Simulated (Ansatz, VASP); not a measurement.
# Two plane-wave programs on SnSe2

INCAR

```
SYSTEM = SnSe2
  PREC = Accurate
  ENCUT = 520
  EDIFF = 1E-7
  ISMEAR = 0
  SIGMA = 0.05
  LREAL = .FALSE.
  LASPH = .TRUE.
  NELM = 100
  ALGO = Normal
  ISIF = 2
  LWAVE = .FALSE.
  LCHARG = .TRUE.
  GGA = PS
  LELF = .TRUE.
  LVHAR = .TRUE.
  NBANDS = 20
```

The input KPOINTS:

```
Automatic mesh
0
G
  12 12 6
  0 0 0
```

POSCAR

```
SnSe2
1.0
    3.4991281528      0.0000000000      0.0000000000
   -1.7495640764      3.0303338714      0.0000000000
    0.0000000000      0.0000000000      7.3202258894
Sn Se
1 2
Direct
    0.0000000000      0.0000000000      0.0000000000
    0.3333333333      0.6666666667      0.2580716066
    0.6666666667      0.3333333333      0.7419283934
```

Input for Ansatz:

```yaml
crystal:
  lattice:
    - [3.4991281528, 0.0, 0.0]
    - [-1.7495640764, 3.0303338714, 0.0]
    - [0.0, 0.0, 7.3202258894]
  atoms:
    - { symbol: Sn, position: [0.0, 0.0, 0.0] }
    - { symbol: Se, position: [0.3333333333, 0.6666666667, 0.2580716066] }
    - { symbol: Se, position: [0.6666666667, 0.3333333333, 0.7419283934] }
basis:
  ecutwfc: 420
kpoints:
  mp_grid: { grid: [12, 12, 6] }
hamiltonian:
  xc: pbesol
scf:
  occupations: { method: gaussian, width: 0.05 }
output:
  forces: true
  stress: true
  eigenvalues: true
```

Alike in both runs: task single point; functional PBEsol; k mesh 12 × 12 × 6; occupations gaussian, width 0.05 eV; no spin polarisation.

```csv
,VASP,Ansatz
version,VASP 6.6.1,Ansatz 0.2.0
potentials or method,"VASP PAW PBE potentials, release 64 (Sn_d, Se), cutoff 520 eV","scalar-relativistic, plane waves, PAW"
valence electrons in the cell,26,46
```

|  | VASP | Ansatz | Ansatz less VASP |
| --- | --- | --- | --- |
| gap on the k mesh at the Fermi level (eV) | none | none | - |
| pressure (GPa) | 1.1 | 1.0 | -0.08 |
| traceless stress, the component that is largest in VASP (GPa) | -13.11 | -13.14 | -0.032 |
| rms of the force components (eV/Å) | 0.632 | 0.640 | +0.0083 |

VASP's potentials were made for PBE, not for PBEsol. Atom by atom the forces differ by 0.008 eV/Å (rms over components). A gap of «none» marks a metal or a gap that the smearing closes. VASP's potentials hold 26 valence electrons a cell and Ansatz's 46, so a difference there can come from the potentials and not from the codes.
